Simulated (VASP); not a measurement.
Write the native input for VASP 6.6.1 that does the following.

* Task: single point
* Functional: PBE
* Potentials or basis: VASP PAW PBE potentials, release 64 (Cd_sv_GW, S)
* Cutoff: 630 eV
* k mesh: 11 × 11 × 6
* Occupations: fermi-dirac, width 0.08 eV
* Spin: no spin polarisation
* Dipole correction: no
* Further INCAR settings: ALGO = Normal; EDIFF = 1e-06; NBANDS = 34

The structure of CdS (NiAs type) lies in POSCAR:

```
CdS
1.0
    3.3498793351      0.0000000000      0.0000000000
   -1.6749396675      2.9010806038      0.0000000000
    0.0000000000      0.0000000000      6.0307498372
Cd S
2 2
Direct
    0.0000000000      0.0000000000      0.0000000000
    0.0000000000      0.0000000000      0.5000000000
    0.3333333333      0.6666666667      0.2500000000
    0.6666666667      0.3333333333      0.7500000000
```

These files were run (other wordings do the same):

INCAR

```
  PREC = Accurate
  ENCUT = 630
  EDIFF = 1E-6
  ISMEAR = -1
  SIGMA = 0.08
  LREAL = False
  LASPH = True
  NELM = 120
  ALGO = Normal
  ISIF = 2
  LWAVE = False
  LCHARG = False
  GGA = PE
  NBANDS = 34
  GGA_COMPAT = False
```

KPOINTS

```
Automatic mesh
0
Gamma
  11 11 6
```

Potentials or basis: VASP PAW PBE potentials, release 64 (Cd_sv_GW, S).

The run is started by

```bash
$ cat potpaw_PBE.64/Cd_sv_GW/POTCAR potpaw_PBE.64/S/POTCAR > POTCAR
$ mpirun -np 1 vasp_std > vasp.out
```

Results of the run:

```
Pressure               : 58.7 GPa
Band gap on the k mesh : 0.36 eV (least direct gap 2.18 eV)
```

Caveat: the cell stands under pressure; semilocal functionals underestimate gaps, and a narrow one can read as zero.

It took 2.6 min on 1 thread of Intel(R) Xeon(R) Platinum 8259CL CPU @ 2.50GHz (Skylake/Cascade Lake) (shared host), peak memory 0.31 GiB.
